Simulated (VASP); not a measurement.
Runs of VASP 6.6.1 on CdI2. The structure is that of space group P-3m1 (No. 164), or close to it. The cells are those of the table. 

| task | cell | cutoff (eV) | gap on the mesh (eV) | pressure (GPa) | largest force (eV/Å) |
| --- | --- | --- | --- | --- | --- |
| electric field gradients | a = 4.300, b = 4.300, c = 6.949 Å, angles 90.0, 90.0, 120.0°, 3 atoms | 400 | 2.23 | -1.6 | 0.27 |
| electric field gradients | a = 4.216, b = 4.216, c = 6.813 Å, angles 90.0, 90.0, 120.0°, 3 atoms | 400 | 2.30 | 0.3 | 0.05 |
| electric field gradients | a = 4.157, b = 4.157, c = 6.719 Å, angles 90.0, 90.0, 120.0°, 3 atoms | 400 | 2.33 | 2.0 | 0.31 |
| single point | a = 4.157, b = 4.157, c = 6.719 Å, angles 90.0, 90.0, 120.0°, 3 atoms | 500 | 2.33 | 2.2 | 0.31 |
| single point | a = 4.286, b = 4.286, c = 6.859 Å, angles 90.0, 90.0, 120.0°, 3 atoms | 500 | 2.29 | -0.9 | 0.15 |
| electric field gradients | a = 4.329, b = 4.329, c = 6.859 Å, angles 90.0, 90.0, 120.0°, 3 atoms | 400 | 2.22 | -1.7 | 0.23 |
| single point | a = 4.329, b = 4.329, c = 6.859 Å, angles 90.0, 90.0, 120.0°, 3 atoms | 500 | 2.22 | -1.5 | 0.23 |
| electric field gradients | a = 4.327, b = 4.327, c = 6.994 Å, angles 90.0, 90.0, 120.0°, 3 atoms | 400 | 2.18 | -2.1 | 0.36 |
| electric field gradients | a = 4.244, b = 4.244, c = 6.928 Å, angles 90.0, 90.0, 120.0°, 3 atoms | 400 | (a) | (b) | 0.15 |
| single point | a = 4.327, b = 4.327, c = 6.994 Å, angles 90.0, 90.0, 120.0°, 3 atoms | 500 | 2.18 | -2.0 | 0.36 |
| single point | a = 4.216, b = 4.216, c = 6.813 Å, angles 90.0, 90.0, 120.0°, 3 atoms | 500 | 2.30 | (c) | 0.05 |

Alike in all rows: level PBEsol; potentials or basis VASP PAW PBE potentials, release 64 (Cd, I); no spin polarisation; k mesh 8 × 8 × 5; smearing fermi-dirac 0.03 eV.

Problem. Fill in the values left out.

Solution. (a) 2.25; (b) -0.8; (c) 0.4.

Caveats: the PAW data sets were made with another functional, which shifts forces and pressure a little; spin-orbit coupling is left out, which moves the levels of the heavy elements; an odd mesh through Γ misses points on the zone boundary, where band edges can lie; this functional lacks dispersion, which binds the layers, so the pressure and a relaxed spacing across them are unreliable.

A k mesh can miss the band edges, and the runs leave out spin-orbit coupling on Cd, I.
